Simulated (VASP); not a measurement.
Set up this calculation in VASP 6.6.1, as the native input.

* Task: single point
* Functional: PBE
* Dispersion: D3(BJ)
* Potentials or basis: VASP PAW PBE potentials, release 64 (Mg, S)
* Cutoff: 520 eV
* k mesh: 6 × 6 × 1
* Occupations: gaussian, width 0.1 eV
* Spin: no spin polarisation
* Dipole correction: no
* Further INCAR settings: ALGO = Normal; EDIFF = 1e-07; NBANDS = 26

The structure of MgS lies in POSCAR:

```
MgS
1.0
    3.9912606827      0.0000000000      0.0000000000
   -1.9956303413      3.4565331443      0.0000000000
    0.0000000000      0.0000000000     12.9118540139
Mg S
4 4
Direct
    0.6666666667      0.3333333333      0.0382491724
    0.0000000000      0.0000000000      0.2873297322
    0.0000000000      0.0000000000      0.7873297322
    0.3333333333      0.6666666667      0.5382491724
    0.6666666667      0.3333333333      0.2268815989
    0.0000000000      0.0000000000      0.9765035366
    0.0000000000      0.0000000000      0.4765035366
    0.3333333333      0.6666666667      0.7268815989
```

These files were run (other wordings do the same):

INCAR

```
SYSTEM = MgS
ALGO = Normal ; EDIFF = 1E-7
ENCUT = 520 ; GGA = PE
ISIF = 2 ; ISMEAR = 0
IVDW = 12 ; LASPH = .TRUE.
LCHARG = .TRUE. ; LELF = .TRUE.
LREAL = .FALSE. ; LVHAR = .TRUE.
LWAVE = .FALSE. ; NBANDS = 26
NELM = 60 ; PREC = Accurate
SIGMA = 0.1
```

KPOINTS

```
k-points
0
G
  6 6 1
  0 0 0
```

Potentials or basis: VASP PAW PBE potentials, release 64 (Mg, S).

Run with:

```console
$ cat potpaw_PBE.64/Mg/POTCAR potpaw_PBE.64/S/POTCAR > POTCAR
$ mpirun -np 1 vasp_std > vasp.out
```

It gave:

```json
{
  "Pressure": "-0.1 GPa",
  "Largest force": "0.007 eV/Å",
  "Band gap on the k mesh": "3.55 eV",
  "Dispersion energy per atom": "-0.276 eV"
}
```

Caveat: the k points lie up to 0.49 Å⁻¹ apart.

It took 93 s on 1 thread of Intel Xeon 8259CL, on a shared host, peak memory 0.27 GiB.
